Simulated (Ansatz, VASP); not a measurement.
Given: the input of a run of VASP 6.6.1 on HfC.

The input INCAR:

```
  ALGO = Normal
  EDIFF = 1E-6
  ENCUT = 520
  GGA = PE
  ISIF = 2
  ISMEAR = 0
  LASPH = T
  LCHARG = T
  LELF = T
  LREAL = F
  LVHAR = T
  LWAVE = F
  NBANDS = 14
  NELM = 60
  PREC = Accurate
  SIGMA = 0.02
```

Contents of KPOINTS:

```
k-points
0
Gamma
  12 12 12
```

Contents of POSCAR:

```
HfC
1.0
   -1.3966732300      2.4971805100      1.8473367300
    1.3966732300     -2.4971805100      1.8473367300
    1.3966732300      2.4971805100     -1.8473367300
Hf C
1 1
Direct
    0.9847118300      0.9847118300      0.0000000000
    0.6794548300      0.1794548300      0.5000000000
```

Potentials or basis: VASP PAW PBE potentials, release 64 (Hf_pv, C).

Run with:

```console
$ cat potpaw_PBE.64/Hf_pv/POTCAR potpaw_PBE.64/C/POTCAR > POTCAR
$ mpirun -np 1 vasp_std > vasp.out
```

**Question.** Set up the same calculation for Ansatz 0.2.0. Potentials there: Ansatz PAW.

**Answer.** As run (the cutoff follows the program's own potentials):

input.yaml

```yaml
crystal:
  lattice:
    - [-1.39667323, 2.49718051, 1.84733673]
    - [1.39667323, -2.49718051, 1.84733673]
    - [1.39667323, 2.49718051, -1.84733673]
  atoms:
    - { symbol: Hf, position: [0.98471183, 0.98471183, 0.0] }
    - { symbol: C, position: [0.67945483, 0.17945483, 0.5] }
hamiltonian:
  xc: pbe
  pseudopotentials: { kind: paw }
kpoints:
  mp_grid: { grid: [12, 12, 12] }
scf:
  occupations: { method: gaussian, width: 0.02 }
output:
  forces: true
  stress: true
  eigenvalues: true
```

Potentials or basis: Ansatz PAW.

Launch:

```sh
$ ansatz run input.yaml --threads 2 --pin off --max-ram 5632MiB --backend cpu --events-out ev --progress --plain --runs-dir out
```

Both were run:

|  | VASP | Ansatz | Ansatz less VASP |
| --- | --- | --- | --- |
| gap on the k mesh at the Fermi level (eV) | 0.36 | 0.38 | +0.018 |
| least direct gap on the mesh (eV) | 0.86 | 0.87 | +0.005 |
| rms of the force components (eV/Å) | 6.787 | 6.630 | -0.1569 |

Atom by atom the forces differ by 0.157 eV/Å (rms over components). The functional is the same, so the differences come from potentials, cutoffs and numerics. VASP's potentials hold 14 valence electrons a cell and Ansatz's 30, so a difference there can come from the potentials and not from the codes.

Spin-orbit coupling is off throughout.
